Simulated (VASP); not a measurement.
A run of VASP 6.6.1 is set up as follows.

Contents of POSCAR:

```
Ti2O
1.0
    2.9432780955      0.0201131738     -0.0466091727
   -1.4542205283      2.5333845928      0.0388784197
   -0.0752446324      0.0290314697      4.7072549871
Ti O
2 1
Direct
    0.6755482196      0.3348340732      0.2828520726
    0.3249469338      0.6615028209      0.7101950052
    0.0014606901     -0.0158981989     -0.0027680215
```

Contents of INCAR.step1:

```
PREC = Accurate
ENCUT = 660
ISMEAR = 0
SIGMA = 0.1
LREAL = False
LASPH = True
NELM = 120
NBANDS = 22
GGA = PE
ALGO = Normal
EDIFF = 1E-5
LWAVE = True
LCHARG = False
GGA_COMPAT = False
```

The input INCAR.step2:

```
PREC = Accurate
ENCUT = 660
EDIFF = 1E-6
ISMEAR = 0
SIGMA = 0.1
LREAL = False
LASPH = True
NELM = 120
ALGO = Normal
ISIF = 2
LWAVE = False
LCHARG = False
METAGGA = R2SCAN
LMIXTAU = True
NBANDS = 22
ISTART = 1
GGA_COMPAT = False
```

File KPOINTS:

```
regular mesh
0
Gamma
  12 12 6
```

Potentials or basis: VASP PAW PBE potentials, release 64 (Ti_sv, O).

Command:

```console
$ cat potpaw_PBE.64/Ti_sv/POTCAR potpaw_PBE.64/O/POTCAR > POTCAR
$ cp INCAR.step1 INCAR
$ mpirun -np 1 vasp_std > vasp.out
$ cp INCAR.step2 INCAR
$ mpirun -np 1 vasp_std > vasp.out
```

Problem. Predict the pressure.

Solution. 7.7 GPa.

Problem. What does it give for the largest force?

Solution. 2.038 eV/Å.

Problem. What does it give for the band gap on the k mesh?

Solution. Zero (bands 15 and 16 overlap by 0.72 eV).

Forces in eV/Å, atoms in the order of the input:
```
Ti  -0.062 -0.211 -1.955
Ti   0.228 -0.059  2.024
O   -0.166  0.269 -0.069
```

Caveat: the cell differs from its parent crystal (atoms moved at random and the cell strained at random); the stress differs along the axes, from 2 to 17 GPa; the PAW data sets were made with another functional, which shifts forces and pressure a little.
